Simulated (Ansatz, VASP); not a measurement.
Two plane-wave programs on Tl2PdC4N4

```
CELL_PARAMETERS angstrom
6.27700 0.00000 0.00000
0.00000 7.43700 0.00000
-3.84807 0.00000 9.27834
ATOMIC_POSITIONS crystal
Tl 0.31125 0.85161 0.08228
Tl 0.68875 0.35161 0.41772
Tl 0.68875 0.14839 0.91772
Tl 0.31125 0.64839 0.58228
Pd 0.00000 0.50000 0.00000
Pd 0.00000 0.00000 0.50000
C 0.26911 0.33468 0.06284
C 0.73089 0.83468 0.43716
C 0.73089 0.66532 0.93716
C 0.26911 0.16532 0.56284
C 0.99338 0.49831 0.80023
C 0.00662 0.99831 0.69977
C 0.00662 0.50169 0.19977
C 0.99338 0.00169 0.30023
N 0.42649 0.23579 0.10206
N 0.57351 0.73579 0.39794
N 0.57351 0.76421 0.89794
N 0.42649 0.26421 0.60206
N 0.98920 0.49756 0.68280
N 0.01080 0.99756 0.81720
N 0.01080 0.50244 0.31720
N 0.98920 0.00244 0.18280
```

Alike in both runs: functional PBE; k mesh 6 × 5 × 4; occupations fermi-dirac, width 0.05 eV; no spin polarisation.

Ansatz relaxed the structure, and its values are those at the end. VASP's run is a single point on that final structure, the one shown.

|  | VASP | Ansatz |
| --- | --- | --- |
| version | VASP 6.6.1 | Ansatz 0.2.0 |
| potentials or method | VASP PAW PBE potentials, release 64 (Tl_d, Pd, C, N) | plane-wave PAW, scalar-relativistic |
| plane-wave cutoff (eV) | 600 | 420 |
| valence electrons in the cell | 144 | 160 |

```csv
,VASP,Ansatz,Ansatz less VASP
gap on the k mesh at the Fermi level (eV),2.72,2.72,+0.001
pressure (GPa),1.3,1.1,-0.21
rms of the force components (eV/Å),0.190,0.007,-0.1826
```

One of these differences is far larger than is usual between the two programs; its cause wasn't traced. With one functional, cell and mesh, what is left measures potentials, basis and numerics. VASP's potentials hold 144 valence electrons a cell and Ansatz's 160, so a difference there can come from the potentials and not from the codes. Ansatz's warnings: stress scf threshold loose.

Spin-orbit coupling is off throughout. Noted on VASP's run: the standard files for N, O and F lose accuracy on very short bonds.
